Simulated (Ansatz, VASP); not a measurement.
Ga: VASP beside Ansatz

INCAR

```
ALGO = Fast ; EDIFF = 1E-6
ENCUT = 520 ; GGA = PE
ISIF = 2 ; ISMEAR = 0
LASPH = True ; LCHARG = False
LREAL = False ; LWAVE = False
NBANDS = 20 ; NELM = 80
PREC = Accurate ; SIGMA = 0.1
```

The input KPOINTS:

```
k-points
0
Gamma
  14 12 10
```

File POSCAR:

```
Ga
1.0
    2.8507721960      0.0555684417      0.0025839325
    0.0656321758      3.3006093049     -0.0621864866
   -1.3747030904     -0.1024842987      4.0333158176
Ga
2
Direct
    0.8731255638      0.2470288963      0.2446642348
    0.1268744362      0.7529711037      0.7553357652
```

Input for Ansatz:

```yaml
crystal:
  lattice:
    - [2.850772196, 0.0555684417, 0.0025839325]
    - [0.0656321758, 3.3006093049, -0.0621864866]
    - [-1.3747030904, -0.1024842987, 4.0333158176]
  atoms:
    - { symbol: Ga, position: [0.8731255638, 0.2470288963, 0.2446642348] }
    - { symbol: Ga, position: [0.1268744362, 0.7529711037, 0.7553357652] }
basis:
  ecutwfc: 420
kpoints:
  mp_grid: { grid: [14, 12, 10] }
hamiltonian:
  xc: pbe
scf:
  occupations: { method: gaussian, width: 0.1 }
output:
  forces: true
  stress: true
  eigenvalues: true
```

Change from the starting cell: all atoms moved at random, cell strained at random.

Alike in both runs: task single point; functional PBE; k mesh 14 × 12 × 10; occupations gaussian, width 0.1 eV; no spin polarisation.

|  | VASP | Ansatz |
| --- | --- | --- |
| version | VASP 6.6.1 | Ansatz 0.2.0 |
| potentials or method | VASP PAW PBE potentials, release 64 (Ga_d), cutoff 520 eV | scalar-relativistic, plane waves, PAW |
| valence electrons in the cell | 26 | 26 |

Ansatz gave:

| Quantity | Value |
| --- | --- |
| gap on the k mesh at the Fermi level (eV) | none |
| pressure (GPa) | 0.9 |
| traceless stress, the component that is largest in VASP (GPa) | -1.84 |
| rms of the force components (eV/Å) | 0.302 |

Question: Estimate VASP's values.

Answer: gap on the k mesh at the Fermi level (eV): none; pressure (GPa): 0.9; traceless stress, the component that is largest in VASP (GPa): -1.85; rms of the force components (eV/Å): 0.305.

Atom by atom the forces differ by 0.003 eV/Å (rms over components). A gap of «none» marks a metal or a gap that the smearing closes. The functional is the same, so the differences come from potentials, cutoffs and numerics.
